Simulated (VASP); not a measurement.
# HgTe (F-43m) in VASP: notebook

HgTe is run at these levels: PBE0; tasks: single point.

Program: VASP 6.6.1. These are calculated values, not measurements. Logs are shortened: lines on timing, memory, paths and dates and some standing lists are left out, and cuts for length are marked.

### Step 1. The cell of the first run

Symmetry: F-43m, No. 216, cubic system. Conventional cell: a = 6.298 Å, b = 6.298 Å, c = 6.298 Å, α = 90.00°, β = 90.00°, γ = 90.00°. Within 3.6 Å of Hg (site symmetry -43m) lie 4 Te at 2.73 Å. Within 3.6 Å of Te (site symmetry -43m) lie 4 Hg at 2.73 Å.

### Step 2. Single point, PBE0

The input, POSCAR:

```
HgTe
1.0
    0.0000000000      3.1488795465      3.1488795465
    3.1488795465      0.0000000000      3.1488795465
    3.1488795465      3.1488795465      0.0000000000
Hg Te
1 1
Direct
    0.0000000000      0.0000000000      0.0000000000
    0.7500000000      0.7500000000      0.7500000000
```

The input, INCAR.step1:

```
SYSTEM = HgTe
ALGO = Normal ; EDIFF = 1E-5
ENCUT = 520 ; GGA = PE
ISIF = 2 ; ISMEAR = -1
LASPH = .TRUE. ; LCHARG = .FALSE.
LREAL = .FALSE. ; LWAVE = .TRUE.
NBANDS = 16 ; NELM = 100
PREC = Accurate ; SIGMA = 0.05
```

The input, INCAR.step2:

```
SYSTEM = HgTe
AEXX = 0.25 ; ALGO = Normal
EDIFF = 1E-7 ; ENCUT = 520
GGA = PE ; ISIF = 2
ISMEAR = -1 ; ISTART = 1
LASPH = .TRUE. ; LCHARG = .FALSE.
LHFCALC = .TRUE. ; LREAL = .FALSE.
LWAVE = .FALSE. ; NBANDS = 16
NELM = 100 ; PREC = Accurate
PRECFOCK = Normal ; SIGMA = 0.05
```

The input, KPOINTS:

```
k-points
0
G
  4 4 4
  0 0 0
```

Potentials or basis: VASP PAW PBE potentials, release 64 (Hg, Te).

Started as:

```sh
cat potpaw_PBE.64/Hg/POTCAR potpaw_PBE.64/Te/POTCAR > POTCAR
cp INCAR.step1 INCAR
mpirun -np 1 vasp_std > vasp.out
cp INCAR.step2 INCAR
mpirun -np 1 vasp_std > vasp.out
```

OUTCAR:

```text
SYSTEM = HgTe
   AEXX = 0.25
   EDIFF = 1E-7
   ENCUT = 520
   GGA = PE
   ISIF = 2
   ISMEAR = -1
   ISTART = 1
   LASPH = .TRUE.
   LHFCALC = .TRUE.
   LREAL = .FALSE.
   NELM = 100
   PREC = Accurate
   PRECFOCK = Normal

 ion  position               nearest neighbor table
   1  0.000  0.000  0.000-   2 2.73   2 2.73   2 2.73   2 2.73
   2  0.750  0.750  0.750-   1 2.73   1 2.73   1 2.73   1 2.73

  LATTYP: Found a face centered cubic cell.
 ALAT       =     6.2977590930

  Lattice vectors:

 A1 = (   0.0000000000,   3.1488795465,   3.1488795465)
 A2 = (   3.1488795465,   0.0000000000,   3.1488795465)
 A3 = (   3.1488795465,   3.1488795465,   0.0000000000)

Analysis of symmetry for initial positions (statically):
=====================================================================
 Subroutine PRICEL returns:
 Original cell was already a primitive cell.

 Routine SETGRP: Setting up the symmetry group for a
 face centered cubic supercell.

 Subroutine GETGRP returns: Found 24 space group operations
 (whereof 24 operations were pure point group operations)
 out of a pool of 48 trial point group operations.

The static configuration has the point symmetry T_d .

Analysis of symmetry for dynamics (positions and initial velocities):
=====================================================================
 Subroutine PRICEL returns:
 Original cell was already a primitive cell.

 Routine SETGRP: Setting up the symmetry group for a
 face centered cubic supercell.

 Subroutine GETGRP returns: Found 24 space group operations
 (whereof 24 operations were pure point group operations)
 out of a pool of 48 trial point group operations.

The dynamic configuration has the point symmetry T_d .

 Subroutine INISYM returns: Found 24 space group operations
 (whereof 24 operations are pure point group operations),
 and found     1 'primitive' translations

----------------------------------------------------------------------------------------

                                     Primitive cell

  volume of cell :      62.4451

  direct lattice vectors                    reciprocal lattice vectors
     0.000000000  3.148879546  3.148879546    -0.158786639  0.158786639  0.158786639
     3.148879546  0.000000000  3.148879546     0.158786639 -0.158786639  0.158786639
     3.148879546  3.148879546  0.000000000     0.158786639  0.158786639 -0.158786639

  length of vectors
     4.453188161  4.453188161  4.453188161     0.275026526  0.275026526  0.275026526

  position of ions in fractional coordinates (direct lattice)
     0.000000000  0.000000000  0.000000000
     0.750000000  0.750000000  0.750000000

  ion indices of the primitive-cell ions
   primitive index   ion index
                 1           1
                 2           2

----------------------------------------------------------------------------------------

 KPOINTS: k-points

Automatic generation of k-mesh.
 Grid dimensions read from file:
 generate k-points for:    4    4    4

 Generating k-lattice:

  Cartesian coordinates                     Fractional coordinates (reciprocal lattice)
    -0.039696660  0.039696660  0.039696660     0.250000000  0.000000000  0.000000000
     0.039696660 -0.039696660  0.039696660     0.000000000  0.250000000  0.000000000
     0.039696660  0.039696660 -0.039696660     0.000000000  0.000000000  0.250000000

  Length of vectors
     0.068756632  0.068756632  0.068756632

  Shift w.r.t. Gamma in fractional coordinates (k-lattice)
     0.000000000  0.000000000  0.000000000

 Subroutine IBZKPT returns following result:
 ===========================================

 Found      8 irreducible k-points:

 Following reciprocal coordinates:
            Coordinates               Weight
  0.000000  0.000000  0.000000      1.000000
  0.250000  0.000000  0.000000      8.000000
  0.500000  0.000000  0.000000      4.000000
  0.250000  0.250000  0.000000      6.000000
  0.500000  0.250000  0.000000     24.000000
 -0.250000  0.250000  0.000000     12.000000
  0.500000  0.500000  0.000000      3.000000
 -0.250000  0.500000  0.250000      6.000000
   k-points           NKPTS =      8   k-points in BZ     NKDIM =     64   number of bands    NBANDS=     16
   number of dos      NEDOS =    301   number of ions     NIONS =      2
   total plane-waves  NPLWV =  46656
   dimension x,y,z NGX =    36 NGY =   36 NGZ =   36
   dimension x,y,z NGXF=    72 NGYF=   72 NGZF=   72
   ions per type =               1   1
   NGX,Y,Z   is equivalent  to a cutoff of  13.44, 13.44, 13.44 a.u.
   NGXF,Y,Z  is equivalent  to a cutoff of  26.88, 26.88, 26.88 a.u.
 SYSTEM =  HgTe
   PREC   = accura    normal or accurate (medium, high low for compatibility)
   ISTART =      1    job   : 0-new  1-cont  2-samecut
   ICHARG =      0    charge: 1-file 2-atom 10-const
   ISPIN  =      1    spin polarized calculation?
   LNONCOLLINEAR =      F non collinear calculations
   LSORBIT =      F    spin-orbit coupling
   LASPH  =      T    aspherical Exc in radial PAW
   ENCUT  =  520.0 eV  38.22 Ry    6.18 a.u.   8.28  8.28  8.28*2*pi/ulx,y,z
   NELM   =    100;   NELMIN=  2; NELMDL=  0     # of ELM steps
   EDIFF  = 0.1E-06   stopping-criterion for ELM
   LREAL  =      F    real-space projection
   EDIFFG = 0.1E-05   stopping-criterion for IOM
   NSW    =      0    number of steps for IOM
   IBRION =     -1    ionic relax: 0-MD 1-quasi-New 2-CG
   NFREE  =      0    steps in history (QN), initial steepest desc. (CG)
   ISIF   =      2    stress and relaxation
   ISYM   =      3    0-nonsym 1-usesym 2-fastsym
   POTIM  = 0.5000    time-step for ionic-motion
   TEBEG  =    0.0;   TEEND  =   0.0 temperature during run
   PSTRESS=    0.0 pullay stress
   NELECT =      18.0000    total number of electrons
   NUPDOWN=      -1.0000    fix difference up-down
   EMIN   =  10.00;   EMAX   =-10.00  energy-range for DOS
   EFERMI =   0.00;   METHOD = LEGACY
   ISMEAR =    -1;   SIGMA  =   0.05  broadening in eV -4-tet -1-fermi 0-gaus
   EFERMI_NEDOS =   21; number of points for ismear=-14 and -15
   IALGO  =     38    algorithm
   IMIX   =      1    mixing-type and parameters
     AMIX     =   0.40;   BMIX     =  1.00
     AMIX_MAG =   1.60;   BMIX_MAG =  1.00
  volume/ion in A,a.u.               =      31.22       210.70
  Fermi-wavevector in a.u.,A,eV,Ry     =   1.081433  2.043612 15.911977  1.169497
  Thomas-Fermi vector in A             =   2.217449
   LORBIT       =      0    0 simple, 1 ext, 2 COOP (PROOUT), +10 PAW based schemes
   GGA     = PE    functional components
   LHFCALC =     T    Hartree Fock is set to
   PRECFOCK=normal    Normal, Fast or Accurate (Low or Medium for compatibility)
   ENCUT4O =  -1.0   cutoff for four orbital integrals eV
   NKREDX  =     1    reduce k-point grid by
   NKREDY  =     1    reduce k-point grid by
   NKREDZ  =     1    reduce k-point grid by
   AEXX    =    0.2500 exact exchange contribution
   HFSCREEN=    0.0000 screening length (either q_TF or 0.3 A-1)
   HFSCREENC=   0.0000 screening length for correlation (either q_TF or 0.3 A-1)
   ENCUTFOCK=  -1.0 apply spherical cutoff to Coloumb kernel
   IVDW    =     0    specifies the selected vdW correction
   LEPSILON=     F    determine dielectric tensor
   LRPA    =     F    only Hartree local field effects (RPA)
 non-spin polarized calculation
  energy-cutoff  :      520.00
  volume of cell :       62.45
 maximum number of plane-waves:      1700
 NGX is ok and might be reduce to    36
  NGX = 28; NGY = 28; NGZ = 28

 number of electron      18.0000001 magnetization

 Free energy of the ion-electron system (eV)
  ---------------------------------------------------
  ext. energy  EPLUGINS =         0.00000000
  ---------------------------------------------------
  free energy    TOTEN  =        -5.05502673 eV

  energy without entropy =       -5.05501815  energy(sigma->0) =       -5.05502244

 E-fermi :   3.6324     XC(G=0):  -7.1890

 val. band max:        3.1688499652   @ k =   0.0000   0.0000   0.0000
 cond. band min:       4.0410094632   @ k =   0.0000   0.0000   0.0000
 fundamental gap:      0.8721594979
 Fermi energy:         3.6323998722

 k-point     1 :       0.0000    0.0000    0.0000
  band No.  band energies     occupation
      1     -10.5540      2.00000
      2      -5.8391      2.00000
      3      -5.8391      2.00000
      4      -5.8391      2.00000
      5      -5.1975      2.00000
      6      -5.1975      2.00000
[... 8 lines left out ...]
     15      14.5319      0.00000
     16      14.5319      0.00000

 k-point     2 :       0.2500    0.0000    0.0000
  band No.  band energies     occupation
      1     -10.2020      2.00000
      2      -5.7543      2.00000
      3      -5.7543      2.00000
      4      -5.6328      2.00000
      5      -5.2004      2.00000
      6      -5.2004      2.00000
[... 8 lines left out ...]
     15      13.2854      0.00000
     16      13.2854      0.00000

 k-point     3 :       0.5000    0.0000    0.0000
  band No.  band energies     occupation
      1      -9.8159      2.00000
      2      -5.6889      2.00000
      3      -5.6889      2.00000
      4      -5.1745      2.00000
      5      -5.1745      2.00000
      6      -4.7628      2.00000
[... 8 lines left out ...]
     15      15.0961      0.00000
     16      15.0961      0.00000

 k-point     4 :       0.2500    0.2500    0.0000
  band No.  band energies     occupation
      1     -10.0815      2.00000
      2      -5.7370      2.00000
      3      -5.6522      2.00000
      4      -5.6522      2.00000
      5      -5.2262      2.00000
      6      -5.1619      2.00000
[... 8 lines left out ...]
     15      14.8255      0.00000
     16      15.2541      0.00000

 k-point     5 :       0.5000    0.2500    0.0000
  band No.  band energies     occupation
      1      -9.6927      2.00000
      2      -5.6389      2.00000
      3      -5.5555      2.00000
      4      -5.3480      2.00000
      5      -5.1603      2.00000
      6      -4.7779      2.00000
[... 8 lines left out ...]
     15      15.3804      0.00000
     16      15.6180      0.00000

 k-point     6 :      -0.2500    0.2500    0.0000
  band No.  band energies     occupation
      1      -9.8237      2.00000
      2      -5.6512      2.00000
      3      -5.6463      2.00000
      4      -5.2910      2.00000
      5      -5.2228      2.00000
      6      -5.0486      2.00000
[... 8 lines left out ...]
     15      14.4932      0.00000
     16      15.5800      0.00000

 k-point     7 :       0.5000    0.5000    0.0000
  band No.  band energies     occupation
      1      -9.5592      2.00000
      2      -5.6154      2.00000
      3      -5.4220      2.00000
      4      -5.4220      2.00000
      5      -5.1254      2.00000
      6      -4.5594      2.00000
[... 8 lines left out ...]
     15      15.2577      0.00000
     16      16.6006      0.00000

 k-point     8 :      -0.2500    0.5000    0.2500
  band No.  band energies     occupation
      1      -9.5626      2.00000
      2      -5.5686      2.00000
      3      -5.5134      2.00000
      4      -5.2643      2.00000
      5      -5.2429      2.00000
      6      -4.3377      2.00000
[... 8 lines left out ...]
     15      16.3360      0.00000
     16      16.3398      0.00000

------------------------ aborting loop because EDIFF is reached ----------------------------------------

  FORCE on cell =-STRESS in cart. coord.  units (eV):
  Direction    XX          YY          ZZ          XY          YZ          ZX
  --------------------------------------------------------------------------------------
  -------------------------------------------------------------------------------------
  Total        2.7364500      2.7364500      2.7364500      0.0000000     -0.0000000      0.0000000
  in kB       70.2101594     70.2101594     70.2101594      0.0000000     -0.0000000      0.0000000
  external PRESSURE =      70.2101594 kB  Pullay stress =       0.0000000 kB

 VOLUME and BASIS-vectors are now :
 -----------------------------------------------------------------------------
  energy-cutoff  :      520.00
  volume of cell :       62.45
      direct lattice vectors                 reciprocal lattice vectors
     0.000000000  3.148879546  3.148879546    -0.158786639  0.158786639  0.158786639
     3.148879546  0.000000000  3.148879546     0.158786639 -0.158786639  0.158786639
     3.148879546  3.148879546  0.000000000     0.158786639  0.158786639 -0.158786639

 POSITION                                       TOTAL-FORCE (eV/Angst)
 -----------------------------------------------------------------------------------
      0.00000      0.00000      0.00000        -0.000000      0.000000      0.000000
      4.72332      4.72332      4.72332         0.000000     -0.000000     -0.000000
 -----------------------------------------------------------------------------------
    total drift:                                0.000008      0.000008      0.000004

  FREE ENERGIE OF THE ION-ELECTRON SYSTEM (eV)
  ---------------------------------------------------
  free  energy   TOTEN  =        -5.0550267316 eV

  energy  without entropy=       -5.0550181547  energy(sigma->0) =       -5.05502244
```

Wall time 40 min (1 thread of Intel Xeon Platinum 8259CL at 2.50GHz (Skylake/Cascade Lake), shared host); peak memory 0.21 GiB.

What came out:

```yaml
Free_energy: -5.0550 eV
Pressure: 7.0 GPa
Band_gap_on_the_k_mesh: 0.87 eV
```

Caveat: the k points lie up to 0.43 Å⁻¹ apart; the PAW data sets were made with another functional, which shifts forces and pressure a little; spin-orbit coupling is left out, which moves the levels of the heavy elements.

### Step 3. Single point, PBE0

This run uses another cell than the first one, of 31.89 Å³/atom.

The input, POSCAR:

```
HgTe
1.0
    0.0000000000      3.1710554852      3.1710554852
    3.1710554852      0.0000000000      3.1710554852
    3.1710554852      3.1710554852      0.0000000000
Hg Te
1 1
Direct
    0.0000000000      0.0000000000      0.0000000000
    0.7500000000      0.7500000000      0.7500000000
```

The input, INCAR.step1:

```
SYSTEM = HgTe
PREC = Accurate ; ENCUT = 520
EDIFF = 1E-5 ; ISMEAR = -1
SIGMA = 0.05 ; LREAL = .FALSE.
LASPH = .TRUE. ; NELM = 60
ALGO = Normal ; ISIF = 2
LWAVE = .TRUE. ; LCHARG = .FALSE.
NBANDS = 16 ; GGA = PE
```

The input, INCAR.step2:

```
SYSTEM = HgTe
PREC = Accurate ; ENCUT = 520
EDIFF = 1E-6 ; ISMEAR = -1
SIGMA = 0.05 ; LREAL = .FALSE.
LASPH = .TRUE. ; NELM = 60
ALGO = Normal ; ISIF = 2
LWAVE = .FALSE. ; LCHARG = .FALSE.
GGA = PE ; LHFCALC = .TRUE.
AEXX = 0.25 ; PRECFOCK = Normal
NBANDS = 16 ; ISTART = 1
```

The input, KPOINTS:

```
Automatic mesh
0
G
  4 4 4
  0 0 0
```

Potentials or basis: VASP PAW PBE potentials, release 64 (Hg, Te).

Started as:

```sh
cat potpaw_PBE.64/Hg/POTCAR potpaw_PBE.64/Te/POTCAR > POTCAR
cp INCAR.step1 INCAR
mpirun -np 1 vasp_std > vasp.out
cp INCAR.step2 INCAR
mpirun -np 1 vasp_std > vasp.out
```

Wall time 23 min (1 thread of Intel Xeon Platinum 8259CL at 2.50GHz (Skylake/Cascade Lake), shared host); peak memory 0.21 GiB.

It converged, with:

```yaml
Free_energy: -5.1073 eV
Pressure: 5.5 GPa
Band_gap_on_the_k_mesh: 0.81 eV
```

Levels at points of the mesh, in eV from the valence-band top:
```
           k point  band 5  band 6  band 7  band 8  band 9  band 10  band 11  band 12  band 13  band 14
(0.00, 0.00, 0.00)   -8.26   -8.26    0.00    0.00    0.00     0.81     5.59     5.59     5.59     8.10
(0.50, 0.00, 0.00)   -8.23   -7.84   -6.40   -1.21   -1.21     2.09     6.48     6.48     8.38     9.86
(0.50, 0.50, 0.00)   -8.19   -7.65   -6.28   -2.77   -2.77     3.27     3.62    10.27    11.04    11.04
```

Caveat: the k points lie up to 0.43 Å⁻¹ apart; the PAW data sets were made with another functional, which shifts forces and pressure a little; spin-orbit coupling is left out, which moves the levels of the heavy elements.

### Step 4. Single point, PBE0

This run uses another cell than the first one, of 32.55 Å³/atom.

The input, POSCAR:

```
HgTe
1.0
    0.0000000000      3.1929255244      3.1929255244
    3.1929255244      0.0000000000      3.1929255244
    3.1929255244      3.1929255244      0.0000000000
Hg Te
1 1
Direct
    0.0000000000      0.0000000000      0.0000000000
    0.7500000000      0.7500000000      0.7500000000
```

The input, INCAR.step1:

```
PREC = Accurate
ENCUT = 520
EDIFF = 1E-5
ISMEAR = -1
SIGMA = 0.05
LREAL = F
LASPH = T
NELM = 60
ALGO = Normal
ISIF = 2
LWAVE = T
LCHARG = F
GGA = PE
NBANDS = 16
```

The input, INCAR.step2:

```
PREC = Accurate
ENCUT = 520
EDIFF = 1E-6
ISMEAR = -1
SIGMA = 0.05
LREAL = F
LASPH = T
NELM = 60
ALGO = Normal
ISIF = 2
LWAVE = F
LCHARG = F
GGA = PE
LHFCALC = T
AEXX = 0.25
PRECFOCK = Normal
ISTART = 1
NBANDS = 16
```

The input, KPOINTS:

```
regular mesh
0
Gamma
  4 4 4
```

Started as:

```sh
cat potpaw_PBE.64/Hg/POTCAR potpaw_PBE.64/Te/POTCAR > POTCAR
cp INCAR.step1 INCAR
mpirun -np 1 vasp_std > vasp.out
cp INCAR.step2 INCAR
mpirun -np 1 vasp_std > vasp.out
```

Run time: 31 min. Hardware: 1 thread of Intel Xeon Platinum 8259CL at 2.50GHz (Skylake/Cascade Lake), shared host; peak memory 0.21 GiB.

It converged, with:

| Quantity | Value |
| --- | --- |
| Free energy | -5.1478 eV |
| Pressure | 4.2 GPa |
| Band gap on the k mesh | 0.74 eV |

Levels at points of the mesh, in eV from the valence-band top:
```csv
k point,band 5,band 6,band 7,band 8,band 9,band 10,band 11,band 12,band 13,band 14
"(0.00, 0.00, 0.00)",-8.16,-8.16,0.00,0.00,0.00,0.74,5.63,5.63,5.63,8.11
"(0.50, 0.00, 0.00)",-8.14,-7.76,-6.24,-1.17,-1.17,2.09,6.51,6.51,8.40,9.78
"(0.50, 0.50, 0.00)",-8.09,-7.57,-6.15,-2.67,-2.67,3.29,3.67,10.18,10.95,10.95
```

Caveat: the k points lie up to 0.43 Å⁻¹ apart; the PAW data sets were made with another functional, which shifts forces and pressure a little; spin-orbit coupling is left out, which moves the levels of the heavy elements.

[end of part 1 of 2]
